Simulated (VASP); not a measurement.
Runs of VASP 6.6.1 on CdF2. The structure is that of space group Fm-3m (No. 225), or close to it. The cells are those of the table. 

```csv
cell,gap on the mesh (eV),pressure (GPa)
"a = 3.927, b = 3.927, c = 3.875 Å, angles 60.4, 60.4, 59.1°, 3 atoms",2.76,-1.8
"a = 3.824, b = 3.824, c = 3.875 Å, angles 59.6, 59.6, 60.9°, 3 atoms",2.95,(a)
"a = 3.850, b = 3.850, c = 3.875 Å, angles 59.8, 59.8, 60.4°, 3 atoms",(b),1.9
"a = 3.954, b = 3.954, c = 3.875 Å, angles 60.7, 60.7, 58.7°, 3 atoms",2.69,(c)
"a = 3.901, b = 3.901, c = 3.875 Å, angles 60.2, 60.2, 59.6°, 3 atoms",2.83,-0.7
```

Alike in all rows: task single point; level PBE; potentials or basis VASP PAW PBE potentials, release 64 (Cd, F); no spin polarisation; k mesh 8 × 8 × 8; cutoff (eV) 520; smearing gaussian 0.05 eV.

Fill in the values left out.

(a) 3.4; (b) 2.92; (c) -2.9.

Caveats: the cell stands under pressure (at least some runs).

A k mesh can miss the band edges, and the runs leave out spin-orbit coupling on Cd.
